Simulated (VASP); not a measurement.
# InPd in VASP: single point with PBE

Aim: the single point of InPd with PBE.

Program: VASP 6.6.1. These are calculated values, not measurements. Logs are shortened: lines on timing, memory, paths and dates and some standing lists are left out, and cuts for length are marked.

### 1 The cell of the first run

The cell holds a slab with vacuum, 6 atoms: a = 4.674 Å, b = 4.674 Å, c = 19.771 Å, α = 90.00°, β = 90.00°, γ = 120.00°.

### 2 Single point, PBE

File INCAR:

```
SYSTEM = InPd
ALGO = Normal
DIPOL = 0.5 0.5 0.500
EDIFF = 1E-6
ENCUT = 520
GGA = PE
IDIPOL = 3
ISIF = 2
ISMEAR = 0
LASPH = .TRUE.
LCHARG = .FALSE.
LDIPOL = .TRUE.
LREAL = .FALSE.
LWAVE = .FALSE.
NBANDS = 44
NELM = 80
PREC = Accurate
SIGMA = 0.1
```

File KPOINTS:

```
k-points
0
G
  9 9 1
  0 0 0
```

File POSCAR:

```
InPd
1.0
    4.6743486047      0.0000000000      0.0000000000
   -2.3371743023      4.0481046378      0.0000000000
    0.0000000000      0.0000000000     19.7707370672
Pd In
3 3
Direct
    0.3333333333      0.6666666667      0.4017064995
    0.0000000000      0.0000000000      0.4655983309
    0.6666666667      0.3333333333      0.5676811000
    0.6666666667      0.3333333333      0.4162907098
    0.3333333333      0.6666666667      0.5348595134
    0.0000000000      0.0000000000      0.6138638465
```

Potentials or basis: VASP PAW PBE potentials, release 64 (Pd, In_d).

Launch:

```bash
$ cat potpaw_PBE.64/Pd/POTCAR potpaw_PBE.64/In_d/POTCAR > POTCAR
$ mpirun -np 1 vasp_std > vasp.out
```

OUTCAR:

```text
SYSTEM = InPd
   EDIFF = 1E-6
   ENCUT = 520
   GGA = PE
   ISIF = 2
   ISMEAR = 0
   LASPH = .TRUE.
   LREAL = .FALSE.
   NELM = 80
   PREC = Accurate

 ion  position               nearest neighbor table
   1  0.333  0.667  0.402-   5 2.63   4 2.71   4 2.71   4 2.71   2 2.98   2 2.98   2 2.98
   2  0.000  0.000  0.466-   4 2.87   4 2.87   4 2.87   6 2.93   1 2.98   1 2.98   1 2.98   5 3.03
                             5 3.03   5 3.03   3 3.37   3 3.37   3 3.37
   3  0.667  0.333  0.568-   5 2.78   5 2.78   5 2.78   6 2.85   6 2.85   6 2.85   4 2.99   2 3.37
                             2 3.37   2 3.37
   4  0.667  0.333  0.416-   1 2.71   1 2.71   1 2.71   2 2.87   2 2.87   2 2.87   3 2.99   5 3.57
                             5 3.57   5 3.57
   5  0.333  0.667  0.535-   1 2.63   3 2.78   3 2.78   3 2.78   2 3.03   2 3.03   2 3.03   6 3.12
                             6 3.12   6 3.12   4 3.57   4 3.57   4 3.57
   6  0.000  0.000  0.614-   3 2.85   3 2.85   3 2.85   2 2.93   5 3.12   5 3.12   5 3.12

  LATTYP: Found a hexagonal cell.
 ALAT       =     4.6743486047
 C/A-ratio  =     4.2296240052

  Lattice vectors:

 A1 = (   4.6743486047,   0.0000000000,   0.0000000000)
 A2 = (  -2.3371743023,   4.0481046378,   0.0000000000)
 A3 = (   0.0000000000,   0.0000000000,  19.7707370672)

Analysis of symmetry for initial positions (statically):
=====================================================================
 Subroutine PRICEL returns:
 Original cell was already a primitive cell.

 Routine SETGRP: Setting up the symmetry group for a
 hexagonal supercell.

 Subroutine GETGRP returns: Found  6 space group operations
 (whereof  6 operations were pure point group operations)
 out of a pool of 24 trial point group operations.

The static configuration has the point symmetry C_3v.

Analysis of symmetry for dynamics (positions and initial velocities):
=====================================================================
 Subroutine PRICEL returns:
 Original cell was already a primitive cell.

 Routine SETGRP: Setting up the symmetry group for a
 hexagonal supercell.

 Subroutine GETGRP returns: Found  6 space group operations
 (whereof  6 operations were pure point group operations)
 out of a pool of 24 trial point group operations.

The dynamic configuration has the point symmetry C_3v.

 Subroutine INISYM returns: Found  6 space group operations
 (whereof  6 operations are pure point group operations),
 and found     1 'primitive' translations

[... 101 lines left out ...]
   NUPDOWN=      -1.0000    fix difference up-down
   EMIN   =  10.00;   EMAX   =-10.00  energy-range for DOS
   EFERMI =   0.00;   METHOD = LEGACY
   ISMEAR =     0;   SIGMA  =   0.10  broadening in eV -4-tet -1-fermi 0-gaus
   EFERMI_NEDOS =   21; number of points for ismear=-14 and -15
   IALGO  =     38    algorithm
   IMIX   =      4    mixing-type and parameters
     AMIX     =   0.40;   BMIX     =  1.00
     AMIX_MAG =   1.60;   BMIX_MAG =  1.00
  volume/ion in A,a.u.               =      62.35       420.77
  Fermi-wavevector in a.u.,A,eV,Ry     =   0.931879  1.760995 11.815266  0.868398
  Thomas-Fermi vector in A             =   2.058418
   LORBIT       =      0    0 simple, 1 ext, 2 COOP (PROOUT), +10 PAW based schemes
   GGA     = PE    functional components
   LHFCALC =     F    Hartree Fock is set to
   AEXX    =    0.0000 exact exchange contribution
   IVDW    =     0    specifies the selected vdW correction
   LEPSILON=     F    determine dielectric tensor
   LRPA    =     F    only Hartree local field effects (RPA)
 non-spin polarized calculation
 Gauss-broadening in eV      SIGMA  =   0.10
  energy-cutoff  :      520.00
  volume of cell :      374.11
 maximum number of plane-waves:     10099
 NGX is ok and might be reduce to    36
   NGX = 17   NGY = 17   NGZ = 73

 dipolmoment           0.000000      0.000000      0.079488 electrons x Angstroem

 number of electron      69.0000014 magnetization

 dipolmoment           0.000000      0.000000     -0.032031 electrons x Angstroem

 Free energy of the ion-electron system (eV)
  ---------------------------------------------------
  ext. energy  EPLUGINS =         0.00000000
  ---------------------------------------------------
  free energy    TOTEN  =       -24.23136295 eV

  energy without entropy =      -24.20784721  energy(sigma->0) =      -24.21960508

 E-fermi :  -0.1912     XC(G=0):  -4.4268

 val. band max:       -0.1931098311   @ k =   0.2222   0.2222   0.0000
 cond. band min:      -0.1454722803   @ k =   0.3333   0.1111   0.0000
 fundamental gap:      0.0476375507
 Fermi energy:        -0.1911658849

 k-point     1 :       0.0000    0.0000    0.0000
  band No.  band energies     occupation
      1     -14.8137      2.00000
      2     -14.8137      2.00000
      3     -14.7222      2.00000
      4     -14.7111      2.00000
      5     -14.7111      2.00000
      6     -14.5736      2.00000
[... 553 lines left out ...]
     43       6.3233      0.00000
     44       6.4199      0.00000

------------------------ aborting loop because EDIFF is reached ----------------------------------------

 vacuum level on the upper side and lower side of the slab       (xc-potential included)        -0.268         0.033

  FORCE on cell =-STRESS in cart. coord.  units (eV):
  Direction    XX          YY          ZZ          XY          YZ          ZX
  --------------------------------------------------------------------------------------
  -------------------------------------------------------------------------------------
  Total       -2.6746206     -2.6746206      0.0253245     -0.0000000      0.0000000     -0.0000000
  in kB      -11.4545247    -11.4545247      0.1084564     -0.0000000      0.0000000     -0.0000000
  external PRESSURE =      -7.6001976 kB  Pullay stress =       0.0000000 kB

 VOLUME and BASIS-vectors are now :
 -----------------------------------------------------------------------------
  energy-cutoff  :      520.00
  volume of cell :      374.11
      direct lattice vectors                 reciprocal lattice vectors
     4.674348605  0.000000000  0.000000000     0.213933552  0.123514594  0.000000000
    -2.337174302  4.048104638  0.000000000     0.000000000  0.247029188  0.000000000
     0.000000000  0.000000000 19.770737067     0.000000000  0.000000000  0.050579804

 POSITION                                       TOTAL-FORCE (eV/Angst)
 -----------------------------------------------------------------------------------
     -0.00000      2.69874      7.94203        -0.000000      0.000000     -0.017005
      0.00000      0.00000      9.20522        -0.000000      0.000000     -0.003916
      2.33717      1.34937     11.22347         0.000000      0.000000      0.008001
      2.33717      1.34937      8.23037         0.000000     -0.000000     -0.001229
     -0.00000      2.69874     10.57457         0.000000      0.000000      0.001805
      0.00000      0.00000     12.13654        -0.000000      0.000000      0.012343
 -----------------------------------------------------------------------------------
    total drift:                               -0.000000     -0.000000     -0.000844

  FREE ENERGIE OF THE ION-ELECTRON SYSTEM (eV)
  ---------------------------------------------------
  free  energy   TOTEN  =       -24.2313629461 eV

  energy  without entropy=      -24.2078472055  energy(sigma->0) =      -24.21960508

 vacuum level on the upper side and lower side of the slab         3.859         4.173
```

Run time: 12 min. Hardware: 1 thread of Intel Xeon 8259CL, shared host; peak memory 0.53 GiB.

What came out:

```yaml
Free_energy: -24.2314 eV
Largest_force: 0.017 eV/Å
Band_gap_on_the_k_mesh: zero (an odd number of electrons rules out a gap without spin polarisation)
```

Forces in eV/Å, atoms in the order of the input:
```
Pd   0.000  0.000 -0.017
Pd   0.000  0.000 -0.004
Pd   0.000  0.000  0.008
In   0.000  0.000 -0.001
In   0.000  0.000  0.002
In   0.000  0.000  0.012
```

Levels at points of the mesh, in eV from the Fermi level:
```tsv
k point	band 33	band 34	band 35	band 36	band 37	band 38
(0.00, 0.00, 0.00)	-1.34	1.34	2.26	3.13	3.13	3.32
```

Caveat: spin-orbit coupling is left out, which moves the levels of the heavy elements.
